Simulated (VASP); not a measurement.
Set up this calculation in VASP 6.6.1, as the native input.

```yaml
Task: relaxation of cell and atoms
Functional: LDA
Potentials_or_basis: VASP PAW LDA potentials, release 64 (Zr_sv, C)
Cutoff: 600 eV
k_mesh: 8 × 8 × 8
Occupations: gaussian, width 0.1 eV
Spin: no spin polarisation
Dipole_correction: no
Further_INCAR_settings: ALGO = Normal; EDIFF = 1e-07; IBRION = 2; EDIFFG = -0.05; NSW = 100; ISIF = 3
```

The structure of ZrC lies in POSCAR:

```
ZrC
1.0
    0.0000000000      2.3502100000      2.3502100000
    2.3502100000      0.0000000000      2.3502100000
    2.3502100000      2.3502100000      0.0000000000
Zr C
1 1
Direct
    0.5000000000      0.5000000000      0.5000000000
    0.0000000000      0.0000000000      0.0000000000
```

The input as run:

INCAR

```
SYSTEM = ZrC
  PREC = Accurate
  ENCUT = 600
  EDIFF = 1E-7
  ISMEAR = 0
  SIGMA = 0.1
  LREAL = .FALSE.
  LASPH = .TRUE.
  NELM = 120
  ALGO = Normal
  ISIF = 3
  LWAVE = .FALSE.
  LCHARG = .FALSE.
  IBRION = 2
  NSW = 100
  EDIFFG = -0.05
  GGA_COMPAT = .FALSE.
  NELMIN = 4
```

KPOINTS

```
regular mesh
0
G
  8 8 8
  0 0 0
```

Potentials or basis: VASP PAW LDA potentials, release 64 (Zr_sv, C).

Run with:

```bash
$ cat potpaw_LDA.64/Zr_sv/POTCAR potpaw_LDA.64/C/POTCAR > POTCAR
$ mpirun -np 1 vasp_std > vasp.out
```

Results of the run:

```
Relaxed volume                         : 12.54 Å³/atom
Relaxed cell                           : a = 3.285 Å, b = 3.285 Å, c = 3.285 Å, α = 60.00°, β = 60.00°, γ = 60.00°
Space group after relaxing (to 0.05 Å) : Fm-3m (No. 225)
Energy gained by relaxing              : 11.9 meV/atom
Ionic steps                            : 3
Pressure after relaxing                : -0.2 GPa
Band gap on the k mesh                 : zero (band 8 reaches 10.81 eV, above the bottom of band 9 at 9.48 eV)
```

Run time: 57 s on 1 thread of AMD EPYC 7R13, with other jobs on the host, peak memory 0.13 GiB.
